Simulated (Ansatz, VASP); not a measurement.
# Al2Cu: VASP beside Ansatz

INCAR

```
PREC     = Accurate       # precision mode
ENCUT    = 520            # plane-wave cutoff, eV
EDIFF    = 1E-7           # SCF threshold, eV
ISMEAR   = 0              # smearing method
SIGMA    = 0.15           # smearing width, eV
LREAL    = F              # projectors in reciprocal space
LASPH    = T              # aspherical terms in the spheres
NELM     = 80             # most SCF steps
ALGO     = Fast           # electronic algorithm
ISIF     = 2              # what is computed and relaxed
LWAVE    = F              # write WAVECAR
LCHARG   = F              # write CHGCAR
GGA      = PE             # functional
NBANDS   = 16             # bands
```

File KPOINTS:

```
regular mesh
0
Gamma
  14 14 14
```

File POSCAR:

```
Al2Cu
1.0
   -2.0446004822      2.0446004822      2.8914013846
    2.0446004822     -2.0446004822      2.8914013846
    2.0446004822      2.0446004822     -2.8914013846
Al Cu
2 1
Direct
    0.7500000000      0.2112658022      0.4612658022
    0.2500000000      0.7112658022      0.4612658022
    0.5000000000      0.5328929672      0.0328929672
```

Input for Ansatz:

```yaml
crystal:
  lattice:
    - [-2.0446004822, 2.0446004822, 2.8914013846]
    - [2.0446004822, -2.0446004822, 2.8914013846]
    - [2.0446004822, 2.0446004822, -2.8914013846]
  atoms:
    - { symbol: Al, position: [0.75, 0.2112658022, 0.4612658022] }
    - { symbol: Al, position: [0.25, 0.7112658022, 0.4612658022] }
    - { symbol: Cu, position: [0.5, 0.5328929672, 0.0328929672] }
basis:
  ecutwfc: 520.0
kpoints:
  mp_grid: { grid: [14, 14, 14] }
hamiltonian:
  xc: pbe
  pseudopotentials: { kind: paw, azcp: { folder: soft_1 } }
scf:
  occupations: { method: gaussian, width: 0.15 }
output:
  forces: true
  stress: true
  eigenvalues: true
```

Change from the starting cell: mode 4 frozen in at -0.112 Å and mode 5 at -0.112 Å (largest displacements).

Alike in both runs: task single point; functional PBE; k mesh 14 × 14 × 14; occupations gaussian, width 0.15 eV; no spin polarisation.

|  | VASP | Ansatz |
| --- | --- | --- |
| version | VASP 6.6.1 | Ansatz 0.2.0 |
| potentials or method | VASP PAW PBE potentials, release 64 (Al, Cu), cutoff 520 eV | scalar-relativistic, plane waves, PAW |
| valence electrons in the cell | 17 | 25 |

Ansatz gave:

| Property | Result |
| --- | --- |
| gap on the k mesh at the Fermi level (eV) | none |
| pressure (GPa) | 3.1 |
| traceless stress, the component that is largest in VASP (GPa) | -3.63 |
| rms of the force components (eV/Å) | 0.967 |

Question: Which values does VASP return?

Answer: gap on the k mesh at the Fermi level (eV): none; pressure (GPa): 3.2; traceless stress, the component that is largest in VASP (GPa): -3.62; rms of the force components (eV/Å): 0.966.

Atom by atom the forces differ by 0.001 eV/Å (rms over components). A gap of «none» marks a metal or a gap that the smearing closes. VASP's potentials hold 17 valence electrons a cell and Ansatz's 25, so a difference there can come from the potentials and not from the codes.
